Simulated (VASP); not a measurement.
Set up this calculation in VASP 6.6.1, as the native input.

| Quantity | Value |
| --- | --- |
| Task | single point |
| Functional | HSE06 |
| Potentials or basis | VASP PAW PBE potentials, release 64 (Na_pv, Cl) |
| Cutoff | 520 eV |
| k mesh | 6 × 6 × 6 |
| Occupations | gaussian, width 0.01 eV |
| Spin | no spin polarisation |
| Dipole correction | no |
| Grid for exact exchange (PRECFOCK) | Normal |
| Further INCAR settings | ALGO = Normal; EDIFF = 1e-07; NBANDS = 14 |
| Share of exact exchange | 0.25 |
| Screening parameter | 0.2079 1/Å |

Crystal: NaCl.

```
CELL_PARAMETERS angstrom
0.00000 2.63933 2.63933
2.63933 0.00000 2.63933
2.63933 2.63933 0.00000
ATOMIC_POSITIONS crystal
Na 0.00000 0.00000 0.00000
Cl 0.50000 0.50000 0.50000
```

This cell differs from its parent crystal: strain -5.8%.

One way to write it, as run:

POSCAR

```
NaCl
1.0
    0.0000000000      2.6393326955      2.6393326955
    2.6393326955      0.0000000000      2.6393326955
    2.6393326955      2.6393326955      0.0000000000
Na Cl
1 1
Direct
    0.0000000000      0.0000000000      0.0000000000
    0.5000000000      0.5000000000      0.5000000000
```

INCAR.step1

```
SYSTEM = NaCl
PREC     = Accurate       ! precision mode
ENCUT    = 520            ! plane-wave cutoff, eV
EDIFF    = 1E-5           ! SCF threshold, eV
ISMEAR   = 0              ! smearing method
SIGMA    = 0.01           ! smearing width, eV
LREAL    = .False.        ! projectors in reciprocal space
LASPH    = .True.         ! aspherical terms in the spheres
NELM     = 100            ! most SCF steps
ALGO     = Normal         ! electronic algorithm
ISIF     = 2              ! what is computed and relaxed
LWAVE    = .True.         ! write WAVECAR
NBANDS   = 14             ! bands
GGA      = PE             ! functional
```

INCAR.step2

```
SYSTEM = NaCl
PREC     = Accurate       ! precision mode
ENCUT    = 520            ! plane-wave cutoff, eV
EDIFF    = 1E-7           ! SCF threshold, eV
ISMEAR   = 0              ! smearing method
SIGMA    = 0.01           ! smearing width, eV
LREAL    = .False.        ! projectors in reciprocal space
LASPH    = .True.         ! aspherical terms in the spheres
NELM     = 100            ! most SCF steps
ALGO     = Normal         ! electronic algorithm
ISIF     = 2              ! what is computed and relaxed
LWAVE    = .False.        ! write WAVECAR
LCHARG   = .True.         ! write CHGCAR
GGA      = PE             ! functional
LHFCALC  = .True.         ! exact exchange
HFSCREEN = 0.2079         ! screening, 1/A
PRECFOCK = Normal       
LELF     = .True.         ! ELF
LVHAR    = .True.       
NBANDS   = 14             ! bands
ISTART   = 1
```

KPOINTS

```
regular mesh
0
Gamma
  6 6 6
  0 0 0
```

Potentials or basis: VASP PAW PBE potentials, release 64 (Na_pv, Cl).

The run is started by

```console
$ cat potpaw_PBE.64/Na_pv/POTCAR potpaw_PBE.64/Cl/POTCAR > POTCAR
$ cp INCAR.step1 INCAR
$ mpirun -np 1 vasp_std > vasp.out
$ cp INCAR.step2 INCAR
$ mpirun -np 1 vasp_std > vasp.out
```

It gave:

* Pressure: 8.4 GPa
* Band gap on the k mesh: 7.42 eV

Caveat: the cell differs from its parent crystal (strain -5.8%); the cell stands under pressure; the PAW data sets were made with another functional, which shifts forces and pressure a little.

It took 27 min on 1 thread of Intel(R) Xeon(R) Platinum 8259CL CPU @ 2.50GHz (Skylake/Cascade Lake), on a shared host, peak memory 0.26 GiB.
